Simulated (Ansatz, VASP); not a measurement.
**Al2Ru in VASP and in Ansatz**

```
Al Ru
1.0
     0.00000    3.98984    4.39153
     2.35247    0.00000    4.39153
     2.35247    3.98984    0.00000
Al Ru
4 2
Direct
  0.07894 0.42106 0.07894
  0.42106 0.07894 0.42106
  0.17106 0.82894 0.17106
  0.82894 0.17106 0.82894
  0.75000 0.75000 0.75000
  0.50000 0.50000 0.50000
```

Alike in both runs: functional PBEsol; k mesh 10 × 10 × 10; occupations gaussian, width 0.01 eV; no spin polarisation.

Ansatz relaxed the structure, and its values are those at the end. VASP's run is a single point on that final structure, the one shown.

|  | VASP | Ansatz |
| --- | --- | --- |
| version | VASP 6.6.1 | Ansatz 0.2.0 |
| potentials or method | VASP PAW PBE potentials, release 64 (Al, Ru_pv), cutoff 520 eV | scalar-relativistic, plane waves, PAW |
| valence electrons in the cell | 40 | 44 |

Ansatz gave:

```
gap on the k mesh at the Fermi level (eV) : 0.08
least direct gap on the mesh (eV)         : 1.23
pressure (GPa)                            : -0.5
```

**Question.** Estimate VASP's values.

**Answer.** gap on the k mesh at the Fermi level (eV): 0.08; least direct gap on the mesh (eV): 1.22; pressure (GPa): -0.4.

VASP's potentials were made for PBE, not for PBEsol. VASP's potentials hold 40 valence electrons a cell and Ansatz's 44, so a difference there can come from the potentials and not from the codes. Ansatz's warnings: stress scf threshold loose.
